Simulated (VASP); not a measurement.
Cu: single point with LDA

Crystal: Cu.

```xyz
1
Lattice="0.0000 1.8250 1.8250 1.8250 0.0000 1.8250 1.8250 1.8250 0.0000" Properties=species:S:1:pos:R:3 pbc="T T T"
Cu    0.0000    0.0000    0.0000
```

```json
{"Program": "VASP 6.6.1", "Task": "single point", "Functional": "LDA", "Potentials or basis": "VASP PAW LDA potentials, release 64 (Cu)", "Cutoff": "600 eV", "k mesh": "8 × 8 × 8", "Occupations": "gaussian, width 0.1 eV", "Spin": "no spin polarisation", "Dipole correction": "no", "Further INCAR settings": "ALGO = Normal; EDIFF = 1e-06; NBANDS = 12"}
```

- Pressure: -14.2 GPa

Levels at points of the mesh, in eV from the Fermi level:
```tsv
k point	band 3	band 4	band 5	band 6	band 7	band 8	band 9	band 10
(0.00, 0.00, 0.00)	-2.88	-2.88	-2.08	-2.08	22.55	24.78	24.78	24.78
(0.50, 0.00, 0.00)	-2.90	-1.53	-1.53	-0.80	3.68	21.08	21.56	21.56
(0.50, 0.50, 0.00)	-1.55	-1.40	-1.40	1.61	7.00	12.88	12.88	17.45
```

It took 6 s on 1 thread of Intel Xeon 6975P-C, with other jobs on the host, peak memory 0.13 GiB.

Caveat: the k points lie up to 0.37 Å⁻¹ apart.
